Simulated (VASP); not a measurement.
GaN:

```xyz
2
Lattice="0.0000 2.2535 2.2535 2.2535 0.0000 2.2535 2.2535 2.2535 0.0000" Properties=species:S:1:pos:R:3 pbc="T T T"
Ga    0.0000    0.0000    0.0000
N     3.3803    3.3803    3.3803
```

| Quantity | Value |
| --- | --- |
| Program | VASP 6.6.1 |
| Task | relaxation of cell and atoms |
| Functional | PBE |
| Potentials or basis | VASP PAW PBE potentials, release 64 (Ga_d, N) |
| Cutoff | 600 eV |
| k mesh | 7 × 7 × 7 |
| Occupations | gaussian, width 0.01 eV |
| Spin | no spin polarisation |

At the start: pressure 4.9 GPa; volume 11.44 Å³/atom.

Task: Where does the relaxation end?

Result: Over 3 steps the energy falls by 4.7 meV/atom and the volume is 11.76 Å³/atom (+2.8 %); space group F-43m (No. 216, to 0.05 Å).

Step by step:
```
step  energy change (eV)  largest force (eV/Å)  pressure (GPa)  volume (Å³)
   1              0.0000                0.0000            4.91        22.89
   2             -0.0028                0.0000           -3.74        24.07
   3             -0.0094                0.0000           -0.02        23.52
```

Final structure:
```
Ga N
1.0
     0.00000    2.27401    2.27401
     2.27401    0.00000    2.27401
     2.27401    2.27401    0.00000
Ga N
1 1
Direct
  0.00000 0.00000 0.00000
  0.75000 0.75000 0.75000
```
